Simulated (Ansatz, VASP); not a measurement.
Given: the input of a run of Ansatz 0.2.0 on Co.

The input input.yaml:

```yaml
crystal:
  lattice:
    - [2.4705617809, 0.0, 0.0]
    - [-1.2352808905, 2.1395692639, 0.0]
    - [0.0, 0.0, 8.0882338]
  atoms:
    - { symbol: Co, position: [0.6666666667, 0.3333333333, 0.75], spin: 2.0 }
    - { symbol: Co, position: [0.0, 0.0, 0.5], spin: 2.0 }
    - { symbol: Co, position: [0.3333333333, 0.6666666667, 0.25], spin: 2.0 }
    - { symbol: Co, position: [0.0, 0.0, 0.0], spin: 2.0 }
hamiltonian:
  xc: blyp
  pseudopotentials: { kind: paw }
magnetization:
  spin_polarized: true
kpoints:
  mp_grid: { grid: [12, 12, 4] }
scf:
  occupations: { method: fermi_dirac, width: 0.05 }
output:
  forces: true
  stress: true
  eigenvalues: true
```

Potentials or basis: Ansatz PAW.

Launch:

```console
$ ansatz run input.yaml --threads 2 --pin off --max-ram 5120MiB --backend cpu --events-out ev --progress --plain --runs-dir out
```

Question: Set up the same calculation for VASP 6.6.1. Potentials there: VASP PAW PBE potentials, release 64 (Co).

Answer: As run (the cutoff follows the program's own potentials):

Contents of INCAR:

```
SYSTEM = Co
AGGAC    = 1.0          
AGGAX    = 1.0          
ALDAC    = 0.0          
ALDAX    = 1.0          
ALGO     = Normal         ! electronic algorithm
EDIFF    = 1E-6           ! SCF threshold, eV
ENCUT    = 520            ! plane-wave cutoff, eV
GGA      = B5             ! functional
ISIF     = 2              ! what is computed and relaxed
ISMEAR   = -1             ! smearing method
ISPIN    = 2              ! spin polarisation
LASPH    = .True.         ! aspherical terms in the spheres
LCHARG   = .False.        ! write CHGCAR
LMAXMIX  = 4              ! l up to which the mixer works
LORBIT   = 11             ! projections on sites
LREAL    = .False.        ! projectors in reciprocal space
LWAVE    = .False.        ! write WAVECAR
MAGMOM   = 2 2 2 2        ! initial moments
NBANDS   = 30             ! bands
NELM     = 150            ! most SCF steps
PREC     = Accurate       ! precision mode
SIGMA    = 0.05           ! smearing width, eV
```

Contents of KPOINTS:

```
k-points
0
Gamma
  12 12 4
  0 0 0
```

File POSCAR:

```
Co
1.0
    2.4705617809      0.0000000000      0.0000000000
   -1.2352808905      2.1395692639      0.0000000000
    0.0000000000      0.0000000000      8.0882338000
Co
4
Direct
    0.6666666667      0.3333333333      0.7500000000
    0.0000000000      0.0000000000      0.5000000000
    0.3333333333      0.6666666667      0.2500000000
    0.0000000000      0.0000000000      0.0000000000
```

Potentials or basis: VASP PAW PBE potentials, release 64 (Co).

Launch:

```console
$ cat potpaw_PBE.64/Co/POTCAR > POTCAR
$ mpirun -np 1 vasp_std > vasp.out
```

Both were run:

|  | VASP | Ansatz | Ansatz less VASP |
| --- | --- | --- | --- |
| gap on the k mesh at the Fermi level (eV) | none | none | - |
| pressure (GPa) | 13.2 | 13.9 | +0.62 |
| traceless stress, the component that is largest in VASP (GPa) | -2.33 | -2.42 | -0.087 |
| net moment per atom (μB) | 1.60 | 1.61 | +0.016 |
| size of the moment on the site where the two differ most (μB) | 1.62 | 1.68 | +0.067 |

VASP's potentials were made for PBE, not for BLYP. Site moments also hang on the region over which each program counts them. A gap of «none» marks a metal or a gap that the smearing closes. VASP's potentials hold 36 valence electrons a cell and Ansatz's 68, so a difference there can come from the potentials and not from the codes.
